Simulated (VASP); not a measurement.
Here is a VASP 6.6.1 calculation.

The input INCAR:

```
PREC = Accurate ; ENCUT = 520
EDIFF = 1E-7 ; ISMEAR = 0
SIGMA = 0.1 ; LREAL = False
LASPH = True ; NELM = 80
ALGO = Fast ; ISIF = 2
LWAVE = False ; LCHARG = True
LDIPOL = True ; IDIPOL = 3
DIPOL = 0.5 0.5 0.359 ; GGA = PE
LELF = True ; LVHAR = True
LVACPOTAV = True ; NBANDS = 34
```

KPOINTS

```
regular mesh
0
Gamma
  8 8 1
```

Contents of POSCAR:

```
Si4Mo2S
1.0
    3.2169717406      0.0000000000      0.0000000000
    0.0000000000      3.2169717406      0.0000000000
    0.0000000000      0.0000000000     21.8787970309
Si Mo S
4 2 1
Direct
    0.0000000000      0.0000000000      0.1828254083
    0.0000000000      0.0000000000      0.3015081460
    0.5000000000      0.5000000000      0.3593659940
    0.5000000000      0.5000000000      0.4743769512
    0.5000000000      0.5000000000      0.2421667771
    0.0000000000      0.0000000000      0.4192862009
    0.7500000000      1.0000000000      0.5358657675
```

Potentials or basis: VASP PAW PBE potentials, release 64 (Si, Mo_sv, S).

Run with:

```console
$ cat potpaw_PBE.64/Si/POTCAR potpaw_PBE.64/Mo_sv/POTCAR potpaw_PBE.64/S/POTCAR > POTCAR
$ mpirun -np 1 vasp_std > vasp.out
```

(1) What does it give for the band gap on the k mesh?

(2) Estimate the largest force.

Results:

(1) zero (bands 25 and 26 overlap by 0.54 eV).

(2) 0.874 eV/Å.
